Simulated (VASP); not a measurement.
Crystal: Se.

```
CELL_PARAMETERS angstrom
3.13603 0.00000 0.00000
-1.56802 2.71588 0.00000
0.00000 0.00000 5.12114
ATOMIC_POSITIONS crystal
Se 0.33333 0.66667 0.25000
Se 0.66667 0.33333 0.75000
```

This isn't the form of Se at room conditions, which is trigonal, of chains.

```yaml
Program: VASP 6.6.1
Task: relaxation of cell and atoms
Functional: RPBE
Potentials_or_basis: VASP PAW PBE potentials, release 64 (Se)
Cutoff: 600 eV
k_mesh: 12 × 12 × 6
Occupations: fermi-dirac, width 0.1 eV
Spin: no spin polarisation
```

At the start: pressure -2.1 GPa; volume 21.81 Å³/atom.

**Question.** Where does the relaxation end?

**Answer.** Over 23 steps the energy falls by 373.4 meV/atom and the volume is 23.07 Å³/atom (+5.8 %); space group P6_3/mmc (No. 194, to 0.1 Å) before and after.

The path:
```csv
step,energy change (eV),largest force (eV/Å),pressure (GPa),volume (Å³)
1,0.0000,0.0000,-2.13,43.62
2,-0.0327,0.0000,0.20,41.80
3,-0.0457,0.0000,3.00,40.12
4,-0.0613,0.0000,3.57,39.85
5,-0.1218,0.0000,5.65,39.02
6,-0.2222,0.0000,11.78,37.21
7,0.4142,0.0000,39.35,33.08
8,-0.2268,0.0000,13.30,36.87
9,-0.2250,0.0000,14.61,36.59
10,-0.2338,0.0000,14.92,36.57
11,-0.2536,0.0000,15.97,36.49
12,-0.2592,0.0000,18.61,36.28
13,-0.2971,0.0000,17.66,36.61
14,-0.3997,0.0000,15.03,37.59
15,-0.5569,0.0000,10.56,39.58
16,-0.7148,0.0000,4.01,43.64
17,-0.7272,0.0000,2.07,45.25
18,-0.7271,0.0000,1.87,45.44
19,-0.7342,0.0000,1.52,45.54
20,-0.7459,0.0000,0.53,45.84
21,-0.7467,0.0000,0.20,45.94
22,-0.7468,0.0000,0.14,46.00
23,-0.7469,0.0000,0.00,46.14
```

Final structure:
```
Se
1.0
     3.71533    0.00000    0.00000
    -1.85766    3.21757    0.00000
     0.00000    0.00000    3.85935
Se
2
Direct
  0.33333 0.66667 0.25000
  0.66667 0.33333 0.75000
```

Caveat: a cell axis changed by over 15 % at a fixed basis, so the end point is rough; the PAW data sets were made with another functional, which shifts forces and pressure a little.
